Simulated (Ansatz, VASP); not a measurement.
## Two plane-wave programs on Ni

Contents of INCAR:

```
SYSTEM = Ni
  PREC = Accurate
  ENCUT = 520
  EDIFF = 1E-7
  ISMEAR = -1
  SIGMA = 0.05
  LREAL = .False.
  LASPH = .True.
  NELM = 150
  ALGO = Normal
  ISIF = 2
  LWAVE = .False.
  LCHARG = .False.
  ISPIN = 2
  MAGMOM = 0.672
  LORBIT = 11
  LMAXMIX = 4
  GGA = PE
  NBANDS = 15
```

Contents of KPOINTS:

```
regular mesh
0
Gamma
  25 25 25
  0 0 0
```

File POSCAR:

```
Ni
1.0
    0.0000000000      1.7828457890      1.7828457890
    1.7828457890      0.0000000000      1.7828457890
    1.7828457890      1.7828457890      0.0000000000
Ni
1
Direct
    0.0000000000      0.0000000000      0.0000000000
```

Input for Ansatz:

```yaml
crystal:
  lattice:
    - [0.0, 1.782845789, 1.782845789]
    - [1.782845789, 0.0, 1.782845789]
    - [1.782845789, 1.782845789, 0.0]
  atoms:
    - { symbol: Ni, position: [0.0, 0.0, 0.0], spin: 0.672 }
hamiltonian:
  xc: pbe
  pseudopotentials:
    kind: paw
    azcp:
      Ni: "pseudopotentials/Ni.paw.azcp"
basis:
  ecutwfc: 420
  fft_grid_basis: typed
kpoints:
  mp_grid: { grid: [25, 25, 25], shift: [0, 0, 0] }
magnetization:
  spin_polarized: true
scf:
  occupations: { method: fermi_dirac, width: 0.05 }
output:
  stress: true
```

Alike in both runs: task single point; functional PBE; k mesh 25 × 25 × 25; occupations fermi-dirac, width 0.05 eV; collinear spin.

```csv
,VASP,Ansatz
version,VASP 6.6.1,Ansatz 0.2.0
potentials or method,"VASP PAW PBE potentials, release 64 (Ni), cutoff 520 eV","plane waves (420 eV) with PAW, scalar-relativistic"
valence electrons in the cell,10,18
```

VASP gave:

```
pressure (GPa)                                                : -7.1
net moment per atom (μB)                                      : 0.63
size of the moment on the site where the two differ most (μB) : 0.65
```

Which values does Ansatz return?

Pressure (GPa): -7.2; net moment per atom (μB): 0.64; size of the moment on the site where the two differ most (μB): 0.68.

Site moments also hang on the region over which each program counts them. VASP's potentials hold 10 valence electrons a cell and Ansatz's 18, so a difference there can come from the potentials and not from the codes.
